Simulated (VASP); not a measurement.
# AlN (P6_3mc) in VASP: settings compared

Aim: see how the results for AlN move with the level of theory and the settings. Levels: HSE06, PBE. Tasks: single point.

All numbers are computed with VASP 6.6.1; they aren't measurements. Logs are shortened: lines on timing, memory, paths and dates and some standing lists are left out, and cuts for length are marked.

**1. The cell of the first run**

The structure is hexagonal, space group P6_3mc (No. 186). Conventional cell: a = 3.107 Å, b = 3.107 Å, c = 5.128 Å, α = 90.00°, β = 90.00°, γ = 120.00°. Al (site symmetry 3m) has 4 N at 1.90 to 1.93 Å within 2.5 Å. N (site symmetry 3m) has 4 Al at 1.90 to 1.93 Å within 2.5 Å.

**2. Single point, HSE06 (uniaxial z strain +3.0%)**

File POSCAR:

```
AlN
1.0
    3.1066937614      0.0000000000      0.0000000000
   -1.5533468807      2.6904757192      0.0000000000
    0.0000000000      0.0000000000      5.1279492940
Al N
2 2
Direct
    0.3333333333      0.6666666667     -0.0010130556
    0.6666666667      0.3333333333      0.4989869444
    0.3333333333      0.6666666667      0.3760130556
    0.6666666667      0.3333333333      0.8760130556
```

File INCAR.step1:

```
ALGO = Normal ; EDIFF = 1E-5
ENCUT = 520 ; GGA = PE
GGA_COMPAT = False ; ISIF = 2
ISMEAR = 0 ; LASPH = True
LCHARG = False ; LREAL = False
LWAVE = True ; NBANDS = 16
NELM = 120 ; PREC = Accurate
SIGMA = 0.01
```

File INCAR.step2:

```
ALGO = Normal ; EDIFF = 1E-6
ENCUT = 520 ; GGA = PE
GGA_COMPAT = False ; HFSCREEN = 0.2079
ISIF = 2 ; ISMEAR = 0
ISTART = 1 ; LASPH = True
LCHARG = False ; LHFCALC = True
LREAL = False ; LWAVE = False
NBANDS = 16 ; NELM = 120
PREC = Accurate ; PRECFOCK = Normal
SIGMA = 0.01
```

File KPOINTS:

```
k-points
0
Gamma
  6 6 4
```

Potentials or basis: VASP PAW PBE potentials, release 64 (Al, N).

On the command line:

```
$ cat potpaw_PBE.64/Al/POTCAR potpaw_PBE.64/N/POTCAR > POTCAR
$ cp INCAR.step1 INCAR
$ mpirun -np 1 vasp_std > vasp.out
$ cp INCAR.step2 INCAR
$ mpirun -np 1 vasp_std > vasp.out
```

OUTCAR:

```text
EDIFF = 1E-6
   ENCUT = 520
   GGA = PE
   HFSCREEN = 0.2079
   ISIF = 2
   ISMEAR = 0
   ISTART = 1
   LASPH = True
   LHFCALC = True
   LREAL = False
   NELM = 120
   PREC = Accurate
   PRECFOCK = Normal

 ion  position               nearest neighbor table
   1  0.333  0.667  0.999-   4 1.90   4 1.90   4 1.90   3 1.93   2 3.13   2 3.13   2 3.13   2 3.13
                             2 3.13   2 3.13
   2  0.667  0.333  0.499-   3 1.90   3 1.90   3 1.90   4 1.93   1 3.13   1 3.13   1 3.13   1 3.13
                             1 3.13   1 3.13
   3  0.333  0.667  0.376-   2 1.90   2 1.90   2 1.90   1 1.93
   4  0.667  0.333  0.876-   1 1.90   1 1.90   1 1.90   2 1.93

  LATTYP: Found a hexagonal cell.
 ALAT       =     3.1066937614
 C/A-ratio  =     1.6506130594

  Lattice vectors:

 A1 = (   3.1066937614,   0.0000000000,   0.0000000000)
 A2 = (  -1.5533468807,   2.6904757192,   0.0000000000)
 A3 = (   0.0000000000,   0.0000000000,   5.1279492940)

Analysis of symmetry for initial positions (statically):
=====================================================================
 Subroutine PRICEL returns:
 Original cell was already a primitive cell.

 Routine SETGRP: Setting up the symmetry group for a
 hexagonal supercell.

 Subroutine GETGRP returns: Found 12 space group operations
 (whereof  6 operations were pure point group operations)
 out of a pool of 24 trial point group operations.

The static configuration has the point symmetry C_3v.
 The point group associated with its full space group is C_6v.

Analysis of symmetry for dynamics (positions and initial velocities):
=====================================================================
 Subroutine PRICEL returns:
 Original cell was already a primitive cell.

 Routine SETGRP: Setting up the symmetry group for a
 hexagonal supercell.

 Subroutine GETGRP returns: Found 12 space group operations
 (whereof  6 operations were pure point group operations)
 out of a pool of 24 trial point group operations.

The dynamic configuration has the point symmetry C_3v.
 The point group associated with its full space group is C_6v.

 Subroutine INISYM returns: Found 12 space group operations
 (whereof  6 operations are pure point group operations),
 and found     1 'primitive' translations

----------------------------------------------------------------------------------------

                                     Primitive cell

  volume of cell :      42.8619

  direct lattice vectors                    reciprocal lattice vectors
     3.106693761  0.000000000  0.000000000     0.321885605  0.185840741  0.000000000
    -1.553346881  2.690475719  0.000000000     0.000000000  0.371681481  0.000000000
     0.000000000  0.000000000  5.127949294     0.000000000  0.000000000  0.195009729

  length of vectors
     3.106693761  3.106693761  5.127949294     0.371681481  0.371681481  0.195009729

  position of ions in fractional coordinates (direct lattice)
     0.333333333  0.666666667  0.998986944
     0.666666667  0.333333333  0.498986944
     0.333333333  0.666666667  0.376013056
     0.666666667  0.333333333  0.876013056

  ion indices of the primitive-cell ions
   primitive index   ion index
                 1           1
                 2           2
                 3           3
                 4           4

----------------------------------------------------------------------------------------

 KPOINTS: k-points

Automatic generation of k-mesh.
 Grid dimensions read from file:
 generate k-points for:    6    6    4

 Generating k-lattice:

  Cartesian coordinates                     Fractional coordinates (reciprocal lattice)
     0.053647601  0.030973457  0.000000000     0.166666667 -0.000000000  0.000000000
     0.000000000  0.061946914  0.000000000     0.000000000  0.166666667  0.000000000
     0.000000000  0.000000000  0.048752432     0.000000000  0.000000000  0.250000000

  Length of vectors
     0.061946914  0.061946914  0.048752432

  Shift w.r.t. Gamma in fractional coordinates (k-lattice)
     0.000000000  0.000000000  0.000000000

 Subroutine IBZKPT returns following result:
 ===========================================

 Found     21 irreducible k-points:

 Following reciprocal coordinates:
            Coordinates               Weight
  0.000000  0.000000  0.000000      1.000000
  0.166667  0.000000  0.000000      6.000000
  0.333333  0.000000  0.000000      6.000000
  0.500000 -0.000000  0.000000      3.000000
  0.166667  0.166667  0.000000      6.000000
  0.333333  0.166667  0.000000     12.000000
[... 13 lines left out ...]
  0.333333  0.166667  0.500000     12.000000
  0.333333  0.333333  0.500000      2.000000
   k-points           NKPTS =     21   k-points in BZ     NKDIM =    144   number of bands    NBANDS=     16
   number of dos      NEDOS =    301   number of ions     NIONS =      4
   total plane-waves  NPLWV =  23040
   dimension x,y,z NGX =    24 NGY =   24 NGZ =   40
   dimension x,y,z NGXF=    48 NGYF=   48 NGZF=   80
   ions per type =               2   2
   NGX,Y,Z   is equivalent  to a cutoff of  12.84, 12.84, 12.97 a.u.
   NGXF,Y,Z  is equivalent  to a cutoff of  25.69, 25.69, 25.94 a.u.
 SYSTEM =  unknown system
   PREC   = accura    normal or accurate (medium, high low for compatibility)
   ISTART =      1    job   : 0-new  1-cont  2-samecut
   ICHARG =      0    charge: 1-file 2-atom 10-const
   ISPIN  =      1    spin polarized calculation?
   LNONCOLLINEAR =      F non collinear calculations
   LSORBIT =      F    spin-orbit coupling
   LASPH  =      T    aspherical Exc in radial PAW
   ENCUT  =  520.0 eV  38.22 Ry    6.18 a.u.   5.78  5.78  9.53*2*pi/ulx,y,z
   NELM   =    120;   NELMIN=  2; NELMDL=  0     # of ELM steps
   EDIFF  = 0.1E-05   stopping-criterion for ELM
   LREAL  =      F    real-space projection
   EDIFFG = 0.1E-04   stopping-criterion for IOM
   NSW    =      0    number of steps for IOM
   IBRION =     -1    ionic relax: 0-MD 1-quasi-New 2-CG
   NFREE  =      0    steps in history (QN), initial steepest desc. (CG)
   ISIF   =      2    stress and relaxation
   ISYM   =      3    0-nonsym 1-usesym 2-fastsym
   POTIM  = 0.5000    time-step for ionic-motion
   TEBEG  =    0.0;   TEEND  =   0.0 temperature during run
   PSTRESS=    0.0 pullay stress
   NELECT =      16.0000    total number of electrons
   NUPDOWN=      -1.0000    fix difference up-down
   EMIN   =  10.00;   EMAX   =-10.00  energy-range for DOS
   EFERMI =   0.00;   METHOD = LEGACY
   ISMEAR =     0;   SIGMA  =   0.01  broadening in eV -4-tet -1-fermi 0-gaus
   EFERMI_NEDOS =   21; number of points for ismear=-14 and -15
   IALGO  =     38    algorithm
   IMIX   =      1    mixing-type and parameters
     AMIX     =   0.40;   BMIX     =  1.00
     AMIX_MAG =   1.60;   BMIX_MAG =  1.00
  volume/ion in A,a.u.               =      10.72        72.31
  Fermi-wavevector in a.u.,A,eV,Ry     =   1.178757  2.227528 18.904872  1.389469
  Thomas-Fermi vector in A             =   2.315081
   LORBIT       =      0    0 simple, 1 ext, 2 COOP (PROOUT), +10 PAW based schemes
   GGA     = PE    functional components
   LHFCALC =     T    Hartree Fock is set to
   PRECFOCK=normal    Normal, Fast or Accurate (Low or Medium for compatibility)
   ENCUT4O =  -1.0   cutoff for four orbital integrals eV
   NKREDX  =     1    reduce k-point grid by
   NKREDY  =     1    reduce k-point grid by
   NKREDZ  =     1    reduce k-point grid by
   AEXX    =    0.2500 exact exchange contribution
   HFSCREEN=    0.2079 screening length (either q_TF or 0.3 A-1)
   HFSCREENC=   0.2079 screening length for correlation (either q_TF or 0.3 A-1)
   ENCUTFOCK=  -1.0 apply spherical cutoff to Coloumb kernel
   IVDW    =     0    specifies the selected vdW correction
   LEPSILON=     F    determine dielectric tensor
   LRPA    =     F    only Hartree local field effects (RPA)
 non-spin polarized calculation
 Gauss-broadening in eV      SIGMA  =   0.01
  energy-cutoff  :      520.00
  volume of cell :       42.86
 maximum number of plane-waves:      1172
 NGX is ok and might be reduce to    24
  NGX = 18; NGY = 18; NGZ = 30

 number of electron      15.9999997 magnetization

 Free energy of the ion-electron system (eV)
  ---------------------------------------------------
  ext. energy  EPLUGINS =         0.00000000
  ---------------------------------------------------
  free energy    TOTEN  =       -34.84333814 eV

  energy without entropy =      -34.84333814  energy(sigma->0) =      -34.84333814

 E-fermi :   4.9671     XC(G=0):  -8.9101

 val. band max:        4.8517302108   @ k =   0.0000   0.0000   0.0000
 cond. band min:      10.2617789892   @ k =   0.0000   0.0000   0.0000
 fundamental gap:      5.4100487784
 Fermi energy:         4.9670527276

 k-point     1 :       0.0000    0.0000    0.0000
  band No.  band energies     occupation
      1     -11.5310      2.00000
      2      -9.4543      2.00000
      3      -1.4811      2.00000
      4       4.2207      2.00000
      5       4.2207      2.00000
      6       4.8360      2.00000
[... 8 lines left out ...]
     15      19.8141      0.00000
     16      19.8141      0.00000

 k-point     2 :       0.1667    0.0000    0.0000
  band No.  band energies     occupation
      1     -11.1616      2.00000
      2      -9.2394      2.00000
      3      -1.0213      2.00000
      4       2.6848      2.00000
      5       3.4493      2.00000
      6       3.8016      2.00000
[... 8 lines left out ...]
     15      18.9468      0.00000
     16      19.4560      0.00000

 k-point     3 :       0.3333    0.0000    0.0000
  band No.  band energies     occupation
      1     -10.2148      2.00000
      2      -8.8373      2.00000
      3       0.1686      2.00000
      4       0.3095      2.00000
      5       1.3999      2.00000
      6       3.1607      2.00000
[... 8 lines left out ...]
     15      18.5247      0.00000
     16      21.2580      0.00000
[... 305 lines left out ...]
 k-point    20 :       0.3333    0.1667    0.5000
  band No.  band energies     occupation
      1      -9.1300      2.00000
      2      -9.1300      2.00000
      3      -0.4589      2.00000
      4      -0.4589      2.00000
      5       2.2640      2.00000
      6       2.2640      2.00000
[... 8 lines left out ...]
     15      20.0926      0.00000
     16      20.0926      0.00000

 k-point    21 :       0.3333    0.3333    0.5000
  band No.  band energies     occupation
      1      -8.8907      2.00000
      2      -8.8907      2.00000
      3      -0.0947      2.00000
      4      -0.0947      2.00000
      5       0.9287      2.00000
      6       0.9287      2.00000
[... 8 lines left out ...]
     15      20.3813      0.00000
     16      20.3813      0.00000

------------------------ aborting loop because EDIFF is reached ----------------------------------------

  FORCE on cell =-STRESS in cart. coord.  units (eV):
  Direction    XX          YY          ZZ          XY          YZ          ZX
  --------------------------------------------------------------------------------------
  -------------------------------------------------------------------------------------
  Total       -0.9166836     -0.9166836     -3.2989254      0.0000000      0.0000000     -0.0000000
  in kB      -34.2656374    -34.2656374   -123.3138443      0.0000000      0.0000000     -0.0000000
  external PRESSURE =     -63.9483730 kB  Pullay stress =       0.0000000 kB

 VOLUME and BASIS-vectors are now :
 -----------------------------------------------------------------------------
  energy-cutoff  :      520.00
  volume of cell :       42.86
      direct lattice vectors                 reciprocal lattice vectors
     3.106693761  0.000000000  0.000000000     0.321885605  0.185840741  0.000000000
    -1.553346881  2.690475719  0.000000000     0.000000000  0.371681481  0.000000000
     0.000000000  0.000000000  5.127949294     0.000000000  0.000000000  0.195009729

 POSITION                                       TOTAL-FORCE (eV/Angst)
 -----------------------------------------------------------------------------------
     -0.00000      1.79365      5.12275         0.000000     -0.000000     -0.005084
      1.55335      0.89683      2.55878        -0.000000      0.000000     -0.005084
     -0.00000      1.79365      1.92818        -0.000000      0.000000      0.005084
      1.55335      0.89683      4.49215        -0.000000     -0.000000      0.005084
 -----------------------------------------------------------------------------------
    total drift:                                0.000000      0.000000      0.000019

  FREE ENERGIE OF THE ION-ELECTRON SYSTEM (eV)
  ---------------------------------------------------
  free  energy   TOTEN  =       -34.8433381359 eV

  energy  without entropy=      -34.8433381359  energy(sigma->0) =      -34.84333814
```

It took 15 min on 1 thread of Intel Xeon 6975P-C (Granite Rapids), shared host; peak memory 0.26 GiB.

Results:

```yaml
Free_energy: -34.8433 eV
Pressure: -6.4 GPa
Largest_force: 0.005 eV/Å
Band_gap_on_the_k_mesh: 5.41 eV
```

Forces on the atoms (eV/Å):
```
Al   0.000  0.000 -0.005
Al   0.000  0.000 -0.005
N    0.000  0.000  0.005
N    0.000  0.000  0.005
```

Stress tensor (GPa, compression positive):
```
 -3.43   0.00   0.00
  0.00  -3.43   0.00
  0.00   0.00 -12.33
```

Levels at points of the mesh, in eV from the valence-band top:
```csv
k point,band 4,band 5,band 6,band 7,band 8,band 9,band 10,band 11,band 12,band 13
"(0.00, 0.00, 0.00)",-0.63,-0.63,-0.02,0.00,0.00,5.41,8.32,12.18,13.01,13.01
"(0.50, 0.00, 0.00)",-4.41,-3.43,-1.96,-1.74,-0.60,7.02,7.37,9.64,11.95,12.56
"(0.00, 0.00, 0.50)",-3.55,-0.32,-0.32,-0.32,-0.32,7.94,7.94,11.78,11.78,13.33
"(0.50, 0.00, 0.50)",-5.80,-1.42,-1.42,-1.34,-1.34,6.58,6.58,10.75,10.75,13.48
```

Caveat: the cell differs from its parent crystal (uniaxial z strain +3.0%); the cell stands under tension; the PAW data sets were made with another functional, which shifts forces and pressure a little.

**3. Single point, PBE (strain -5.0%)**

File INCAR:

```
  PREC = Accurate
  ENCUT = 520
  EDIFF = 1E-7
  ISMEAR = -1
  SIGMA = 0.02
  LREAL = F
  LASPH = T
  NELM = 80
  ALGO = Normal
  ISIF = 2
  LWAVE = F
  LCHARG = F
  GGA = PE
  NBANDS = 16
```

File KPOINTS:

```
regular mesh
0
Gamma
  12 12 6
```

File POSCAR:

```
AlN
1.0
    2.9513590734      0.0000000000      0.0000000000
   -1.4756795367      2.5559519332      0.0000000000
    0.0000000000      0.0000000000      4.7296619702
Al N
2 2
Direct
    0.3333333333      0.6666666667     -0.0037165980
    0.6666666667      0.3333333333      0.4962834020
    0.3333333333      0.6666666667      0.3787165980
    0.6666666667      0.3333333333      0.8787165980
```

Potentials or basis: VASP PAW PBE potentials, release 64 (Al, N).

On the command line:

```
$ cat potpaw_PBE.64/Al/POTCAR potpaw_PBE.64/N/POTCAR > POTCAR
$ mpirun -np 1 vasp_std > vasp.out
```

Run time: 19 s. Hardware: 1 thread of AMD EPYC 9R45 (Zen 5), shared host; peak memory 0.14 GiB.

Results (log left out):

* Free energy: -28.8868 eV
* Pressure: 48.1 GPa
* Largest force: 0.005 eV/Å
* Band gap on the k mesh: 5.10 eV (least direct gap 5.66 eV)

Forces in eV/Å, atoms in the order of the input:
```
Al   0.000  0.000 -0.005
Al   0.000  0.000 -0.005
N    0.000  0.000  0.005
N    0.000  0.000  0.005
```

Stress tensor (GPa, compression positive):
```
49.57  0.00  0.00
 0.00 49.57  0.00
 0.00  0.00 45.12
```

Levels at points of the mesh, in eV from the valence-band top:
```
           k point  band 6  band 7  band 8  band 9  band 10  band 11
(0.00, 0.00, 0.00)   -0.27   -0.27    0.00    5.66     8.10    11.95
(0.50, 0.00, 0.00)   -2.31   -2.01   -0.75    6.12     6.37     9.59
(0.00, 0.00, 0.50)   -0.62   -0.62   -0.62    7.89     7.89    11.66
(0.50, 0.00, 0.50)   -1.62   -1.52   -1.52    5.84     5.84    10.23
```

Caveat: the cell differs from its parent crystal (strain -5.0%); the cell stands under pressure. A k mesh can miss the band edges.

**4. Single point, PBE**

This run uses another cell than the first one, of 10.40 Å³/atom.

File INCAR:

```
ALGO = Normal
EDIFF = 1E-7
ENCUT = 520
GGA = PE
ISIF = 2
ISMEAR = -1
LASPH = T
LCHARG = T
LELF = T
LREAL = F
LVHAR = T
LWAVE = F
NBANDS = 16
NELM = 100
PREC = Accurate
SIGMA = 0.02
```

File KPOINTS:

```
k-points
0
Gamma
  12 12 6
```

File POSCAR:

```
AlN
1.0
    3.1066937614      0.0000000000      0.0000000000
   -1.5533468807      2.6904757192      0.0000000000
    0.0000000000      0.0000000000      4.9785915475
Al N
2 2
Direct
    0.3333333333      0.6666666667     -0.0032954728
    0.6666666667      0.3333333333      0.4967045272
    0.3333333333      0.6666666667      0.3782954728
    0.6666666667      0.3333333333      0.8782954728
```

On the command line:

```
$ cat potpaw_PBE.64/Al/POTCAR potpaw_PBE.64/N/POTCAR > POTCAR
$ mpirun -np 1 vasp_std > vasp.out
```

It took 22 s on 1 thread of AMD EPYC 9R45 (Zen 5), shared host; peak memory 0.15 GiB.

The run converged. Its results:

```
Free energy            : -29.7679 eV
Pressure               : 4.4 GPa
Largest force          : 0.009 eV/Å
Band gap on the k mesh : 4.24 eV
```

Forces on the atoms (eV/Å):
```
Al   0.000  0.000 -0.009
Al   0.000  0.000 -0.009
N    0.000  0.000  0.009
N    0.000  0.000  0.009
```

Stress tensor (GPa, compression positive):
```
4.44 0.00 0.00
0.00 4.44 0.00
0.00 0.00 4.29
```

Levels at points of the mesh, in eV from the valence-band top:
| k point | band 5 | band 6 | band 7 | band 8 | band 9 | band 10 | band 11 | band 12 |
| --- | --- | --- | --- | --- | --- | --- | --- | --- |
| (0.00, 0.00, 0.00) | -0.86 | -0.21 | -0.21 | 0.00 | 4.24 | 6.70 | 10.64 | 11.19 |
| (0.50, 0.00, 0.00) | -3.35 | -2.09 | -1.78 | -0.69 | 5.81 | 5.83 | 8.22 | 10.31 |
| (0.00, 0.00, 0.50) | -0.54 | -0.54 | -0.54 | -0.54 | 6.51 | 6.51 | 10.35 | 10.35 |
| (0.50, 0.00, 0.50) | -1.46 | -1.46 | -1.37 | -1.37 | 5.32 | 5.32 | 9.28 | 9.28 |

Caveat: the cell stands under pressure.

**5. Overview**

| level | cell | k mesh | smearing | grid for exact exchange (PRECFOCK) | share of exact exchange | screening parameter | gap on the mesh (eV) | pressure (GPa) | largest force (eV/Å) |
| --- | --- | --- | --- | --- | --- | --- | --- | --- | --- |
| HSE06 | a = 3.107, b = 3.107, c = 5.128 Å, angles 90.0, 90.0, 120.0°, 4 atoms, atomic positions A | 6 × 6 × 4 | gaussian 0.01 eV | Normal | 0.25 | 0.2079 1/Å | 5.41 | -6.4 | 0.01 |
| PBE | a = 2.951, b = 2.951, c = 4.730 Å, angles 90.0, 90.0, 120.0°, 4 atoms, atomic positions B | 12 × 12 × 6 | fermi-dirac 0.02 eV | - | - | - | 5.10 | 48.1 | 0.01 |
| PBE | a = 3.107, b = 3.107, c = 4.979 Å, angles 90.0, 90.0, 120.0°, 4 atoms, atomic positions B | 12 × 12 × 6 | fermi-dirac 0.02 eV | - | - | - | 4.24 | 4.4 | 0.01 |

Alike in all rows: task single point; potentials or basis VASP PAW PBE potentials, release 64 (Al, N); no spin polarisation; cutoff (eV) 520.

Caveats: the cell stands under pressure (at least some runs); the cell stands under tension (at least some runs); the PAW data sets were made with another functional, which shifts forces and pressure a little (at least some runs).

Absolute energies hang on the potentials; compare differences alone.
